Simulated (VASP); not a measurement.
# InSe in VASP: single point with PBE+D3(BJ)

Aim: the single point of InSe with PBE+D3(BJ).

Program: VASP 6.6.1. These are calculated values, not measurements. Logs are shortened: lines on timing, memory, paths and dates and some standing lists are left out, and cuts for length are marked.

## Step 1: The cell of the first run

The typed cell holds 8 atoms: a = 4.034 Å, b = 4.036 Å, c = 16.757 Å, α = 89.99°, β = 90.00°, γ = 120.02°.

## Step 2: Single point, PBE+D3(BJ)

Input file INCAR:

```
  PREC = Accurate
  ENCUT = 520
  EDIFF = 1E-6
  ISMEAR = 0
  SIGMA = 0.03
  LREAL = F
  LASPH = T
  NELM = 80
  ALGO = Normal
  ISIF = 2
  LWAVE = F
  LCHARG = F
  GGA = PE
  IVDW = 12
  NBANDS = 48
```

Input file KPOINTS:

```
regular mesh
0
Gamma
  6 6 2
```

Input file POSCAR:

```
InSe
1.0
    4.0340014107     -0.0012424681     -0.0000499092
   -2.0180767143      3.4953448495      0.0003540010
   -0.0002075010      0.0015796689     16.7570175472
In Se
4 4
Direct
    0.3320235739      0.6659397259      0.1666380080
    0.6679682629      0.3340626419      0.6666623022
    0.3319930179      0.6658998601      0.3333423769
    0.6680524400      0.3340374307      0.8333715813
    0.3347502382      0.6675125958      0.5899605111
    0.6652279510      0.3327728895      0.0899120693
    0.3347004781      0.6672827622      0.9100731384
    0.6652840381      0.3324920941      0.4100400126
```

Potentials or basis: VASP PAW PBE potentials, release 64 (In_d, Se).

Run with:

```bash
> cat potpaw_PBE.64/In_d/POTCAR potpaw_PBE.64/Se/POTCAR > POTCAR
> mpirun -np 1 vasp_std > vasp.out
```

OUTCAR:

```text
PREC = Accurate
   ENCUT = 520
   EDIFF = 1E-6
   ISMEAR = 0
   LREAL = F
   LASPH = T
   NELM = 80
   ISIF = 2
   GGA = PE
   IVDW = 12
 IVDW          = 12

 ion  position               nearest neighbor table
   1  0.332  0.666  0.167-   6 2.66   6 2.66   6 2.66   3 2.79
   2  0.668  0.334  0.667-   5 2.66   5 2.66   5 2.66   4 2.79
   3  0.332  0.666  0.333-   8 2.66   8 2.66   8 2.66   1 2.79
   4  0.668  0.334  0.833-   7 2.66   7 2.66   7 2.66   2 2.79
   5  0.335  0.668  0.590-   2 2.66   2 2.66   2 2.66
   6  0.665  0.333  0.090-   1 2.66   1 2.66   1 2.66
   7  0.335  0.667  0.910-   4 2.66   4 2.66   4 2.66
   8  0.665  0.332  0.410-   3 2.66   3 2.66   3 2.66

  LATTYP: Found a base centered monoclinic cell.
 ALAT       =    68.1099981194
 B/A-ratio  =     0.1026214591
 C/A-ratio  =     0.2530485618
 COS(beta)  =    -0.9983406713

  Lattice vectors:

 A1 = (  -0.0017370159,   6.9862878931, -33.5133770016)
 A2 = (   6.0503411091,   3.4897005755, -33.5137809118)
 A3 = (  -2.0161321974,  -3.4925227125,  16.7567134554)

Analysis of symmetry for initial positions (statically):
=====================================================================
 Subroutine PRICEL returns:
 Original cell was already a primitive cell.

 Routine SETGRP: Setting up the symmetry group for a
 base centered monoclinic supercell.

 Subroutine GETGRP returns: Found  1 space group operations
 (whereof  1 operations were pure point group operations)
 out of a pool of  4 trial point group operations.

The static configuration has the point symmetry C_1 .

Analysis of symmetry for dynamics (positions and initial velocities):
=====================================================================
 Subroutine PRICEL returns:
 Original cell was already a primitive cell.

 Routine SETGRP: Setting up the symmetry group for a
 base centered monoclinic supercell.

 Subroutine GETGRP returns: Found  1 space group operations
 (whereof  1 operations were pure point group operations)
 out of a pool of  4 trial point group operations.

The dynamic configuration has the point symmetry C_1 .

 Subroutine INISYM returns: Found  1 space group operations
 (whereof  1 operations are pure point group operations),
 and found     1 'primitive' translations

----------------------------------------------------------------------------------------

                                     Primitive cell

  volume of cell :     236.2357

  direct lattice vectors                    reciprocal lattice vectors
     4.034001411 -0.001242468 -0.000049909     0.247936913  0.143149170 -0.000010424
    -2.018076714  3.495344849  0.000354001     0.000088132  0.286145691 -0.000026974
    -0.000207501  0.001579669 16.757017547     0.000000737 -0.000005619  0.059676491

  length of vectors
     4.034001602  4.036095807 16.757017623     0.286294251  0.286145706  0.059676491

  position of ions in fractional coordinates (direct lattice)
     0.332023574  0.665939726  0.166638008
     0.667968263  0.334062642  0.666662302
     0.331993018  0.665899860  0.333342377
     0.668052440  0.334037431  0.833371581
     0.334750238  0.667512596  0.589960511
     0.665227951  0.332772889  0.089912069
     0.334700478  0.667282762  0.910073138
     0.665284038  0.332492094  0.410040013

  ion indices of the primitive-cell ions
   primitive index   ion index
                 1           1
                 2           2
                 3           3
                 4           4
                 5           5
                 6           6
                 7           7
                 8           8

----------------------------------------------------------------------------------------

 KPOINTS: regular mesh

Automatic generation of k-mesh.
 Grid dimensions read from file:
 generate k-points for:    6    6    2

 Generating k-lattice:

  Cartesian coordinates                     Fractional coordinates (reciprocal lattice)
     0.041322819  0.023858195 -0.000001737     0.166666667  0.000000000 -0.000000000
     0.000014689  0.047690948 -0.000004496    -0.000000000  0.166666667  0.000000000
     0.000000368 -0.000002809  0.029838246     0.000000000 -0.000000000  0.500000000

  Length of vectors
     0.047715708  0.047690951  0.029838246

  Shift w.r.t. Gamma in fractional coordinates (k-lattice)
     0.000000000  0.000000000  0.000000000

 Subroutine IBZKPT returns following result:
 ===========================================

 Found     40 irreducible k-points:

 Following reciprocal coordinates:
            Coordinates               Weight
  0.000000  0.000000  0.000000      1.000000
  0.166667  0.000000 -0.000000      2.000000
  0.333333 -0.000000 -0.000000      2.000000
  0.500000  0.000000 -0.000000      1.000000
 -0.000000  0.166667 -0.000000      2.000000
  0.166667 -0.166667  0.000000      2.000000
[... 16 lines left out ...]
  0.333333  0.000000  0.500000      2.000000
  0.500000  0.000000  0.500000      1.000000
 [... further k-points ...]
   k-points           NKPTS =     40   k-points in BZ     NKDIM =     40   number of bands    NBANDS=     48
   number of dos      NEDOS =    301   number of ions     NIONS =      8
   total plane-waves  NPLWV = 113400
   dimension x,y,z NGX =    30 NGY =   30 NGZ =  126
   dimension x,y,z NGXF=    60 NGYF=   60 NGZF=  252
   ions per type =               4   4
   NGX,Y,Z   is equivalent  to a cutoff of  12.36, 12.36, 12.50 a.u.
   NGXF,Y,Z  is equivalent  to a cutoff of  24.73, 24.71, 25.00 a.u.
 SYSTEM =  unknown system
   PREC   = accura    normal or accurate (medium, high low for compatibility)
   ISTART =      0    job   : 0-new  1-cont  2-samecut
   ICHARG =      2    charge: 1-file 2-atom 10-const
   ISPIN  =      1    spin polarized calculation?
   LNONCOLLINEAR =      F non collinear calculations
   LSORBIT =      F    spin-orbit coupling
   LASPH  =      T    aspherical Exc in radial PAW
   ENCUT  =  520.0 eV  38.22 Ry    6.18 a.u.   7.50  7.50 31.16*2*pi/ulx,y,z
   NELM   =     80;   NELMIN=  2; NELMDL= -5     # of ELM steps
   EDIFF  = 0.1E-05   stopping-criterion for ELM
   LREAL  =      F    real-space projection
[... 7 lines left out ...]
   TEBEG  =    0.0;   TEEND  =   0.0 temperature during run
   PSTRESS=    0.0 pullay stress
   NELECT =      76.0000    total number of electrons
   NUPDOWN=      -1.0000    fix difference up-down
   EMIN   =  10.00;   EMAX   =-10.00  energy-range for DOS
   EFERMI =   0.00;   METHOD = LEGACY
   ISMEAR =     0;   SIGMA  =   0.03  broadening in eV -4-tet -1-fermi 0-gaus
   EFERMI_NEDOS =   21; number of points for ismear=-14 and -15
   IALGO  =     38    algorithm
   IMIX   =      4    mixing-type and parameters
     AMIX     =   0.40;   BMIX     =  1.00
     AMIX_MAG =   1.60;   BMIX_MAG =  1.00
  volume/ion in A,a.u.               =      29.53       199.27
  Fermi-wavevector in a.u.,A,eV,Ry     =   1.121754  2.119807 17.120637  1.258331
  Thomas-Fermi vector in A             =   2.258409
   LORBIT       =      0    0 simple, 1 ext, 2 COOP (PROOUT), +10 PAW based schemes
   GGA     = PE    functional components
   LHFCALC =     F    Hartree Fock is set to
   AEXX    =    0.0000 exact exchange contribution
   IVDW    =    12    specifies the selected vdW correction
   LEPSILON=     F    determine dielectric tensor
   LRPA    =     F    only Hartree local field effects (RPA)
 non-spin polarized calculation
 Gauss-broadening in eV      SIGMA  =   0.03
  energy-cutoff  :      520.00
  volume of cell :      236.24
 maximum number of plane-waves:      6409
   NGX = 15   NGY = 15   NGZ = 63

 number of electron      76.0000016 magnetization

 Free energy of the ion-electron system (eV)
  ---------------------------------------------------
  ext. energy  EPLUGINS =         0.00000000
  ---------------------------------------------------
  free energy    TOTEN  =       -28.31247632 eV

  energy without entropy =      -28.31247632  energy(sigma->0) =      -28.31247632

 E-fermi :   4.1775     XC(G=0):  -8.8683

 val. band max:        4.0105590551   @ k =   0.0000   0.0000   0.0000
 cond. band min:       4.3546639909   @ k =   0.0000   0.0000   0.0000
 fundamental gap:      0.3441049358
 Fermi energy:         4.1774535023

 k-point     1 :       0.0000    0.0000    0.0000
  band No.  band energies     occupation
      1     -10.7827      2.00000
      2     -10.7819      2.00000
      3     -10.5971      2.00000
      4     -10.5970      2.00000
      5     -10.5967      2.00000
      6     -10.5966      2.00000
[... 40 lines left out ...]
     47       9.0984      0.00000
     48       9.3858      0.00000

 k-point     2 :       0.1667    0.0000   -0.0000
  band No.  band energies     occupation
      1     -10.7845      2.00000
      2     -10.7842      2.00000
      3     -10.6785      2.00000
      4     -10.6692      2.00000
      5     -10.6107      2.00000
      6     -10.6004      2.00000
[... 40 lines left out ...]
     47       8.4832      0.00000
     48       8.9002      0.00000

 k-point     3 :       0.3333   -0.0000   -0.0000
  band No.  band energies     occupation
      1     -10.8506      2.00000
      2     -10.8436      2.00000
      3     -10.7433      2.00000
      4     -10.7315      2.00000
      5     -10.7274      2.00000
      6     -10.7231      2.00000
[... 40 lines left out ...]
     47       8.3964      0.00000
     48       8.6836      0.00000

 k-point     4 :       0.5000    0.0000   -0.0000
  band No.  band energies     occupation
      1     -10.8956      2.00000
      2     -10.8910      2.00000
      3     -10.7930      2.00000
      4     -10.7858      2.00000
      5     -10.7254      2.00000
      6     -10.7230      2.00000
[... 958 lines left out ...]
     47       8.6430      0.00000
     48       8.6434      0.00000

 k-point    23 :       0.3333    0.0000    0.5000
  band No.  band energies     occupation
      1     -10.8472      2.00000
      2     -10.8472      2.00000
      3     -10.7387      2.00000
      4     -10.7386      2.00000
      5     -10.7240      2.00000
      6     -10.7239      2.00000
[... 40 lines left out ...]
     47       8.5275      0.00000
     48       8.5279      0.00000

 k-point    24 :       0.5000    0.0000    0.5000
  band No.  band energies     occupation
      1     -10.8934      2.00000
      2     -10.8933      2.00000
      3     -10.7895      2.00000
      4     -10.7894      2.00000
      5     -10.7242      2.00000
      6     -10.7240      2.00000
[... 40 lines left out ...]
     47       8.4521      0.00000
     48       8.4526      0.00000

 [... further k-points ...]

------------------------ aborting loop because EDIFF is reached ----------------------------------------

 Edisp (eV)   -2.37164

 E8    (eV) :    -1.0867

  FORCE on cell =-STRESS in cart. coord.  units (eV):
  Direction    XX          YY          ZZ          XY          YZ          ZX
  --------------------------------------------------------------------------------------
  -------------------------------------------------------------------------------------
  Total       0.04799     0.01949     0.04709     0.01931     0.00150    -0.00426
  in kB       0.32547     0.13217     0.31934     0.13098     0.01020    -0.02888
  external pressure =        0.26 kB  Pullay stress =        0.00 kB

 VOLUME and BASIS-vectors are now :
 -----------------------------------------------------------------------------
  energy-cutoff  :      520.00
  volume of cell :      236.24
      direct lattice vectors                 reciprocal lattice vectors
     4.034001411 -0.001242468 -0.000049909     0.247936913  0.143149170 -0.000010424
    -2.018076714  3.495344849  0.000354001     0.000088132  0.286145691 -0.000026974
    -0.000207501  0.001579669 16.757017547     0.000000737 -0.000005619  0.059676491

 POSITION                                       TOTAL-FORCE (eV/Angst)
 -----------------------------------------------------------------------------------
     -0.00457      2.32754      2.79258        -0.001174      0.003161      0.009068
      2.02028      1.16789     11.17136        -0.001460     -0.000691      0.011872
     -0.00465      2.32766      5.58604         0.002344      0.001469     -0.011830
      2.02064      1.16806     13.96491        -0.002437     -0.001834     -0.011962
      0.00317      2.33370      9.88620         0.000975      0.000298     -0.014267
      2.01195      1.16247      1.50674         0.002033     -0.002857     -0.011212
      0.00337      2.33341     15.25033         0.001669      0.001468      0.013718
      2.01268      1.16200      6.87113        -0.001951     -0.001014      0.014611
 -----------------------------------------------------------------------------------
    total drift:                                0.000006     -0.000009     -0.000056

  FREE ENERGIE OF THE ION-ELECTRON SYSTEM (eV)
  ---------------------------------------------------
  free  energy   TOTEN  =       -30.6841177629 eV

  energy  without entropy=      -30.6841177629  energy(sigma->0) =      -30.68411776
```

It took 4.1 min on 1 thread of Intel Xeon 6975P-C (Granite Rapids), shared host; peak memory 0.55 GiB.

What came out:

- Free energy: -30.6841 eV
- Pressure: 0.0 GPa
- Largest force: 0.015 eV/Å
- Band gap on the k mesh: 0.34 eV
- Dispersion energy per atom: -0.296 eV

Forces on the atoms (eV/Å):
```
In  -0.001  0.003  0.009
In  -0.001 -0.001  0.012
In   0.002  0.001 -0.012
In  -0.002 -0.002 -0.012
Se   0.001  0.000 -0.014
Se   0.002 -0.003 -0.011
Se   0.002  0.001  0.014
Se  -0.002 -0.001  0.015
```

Caveat: spin-orbit coupling is left out, which moves the levels of the heavy elements.
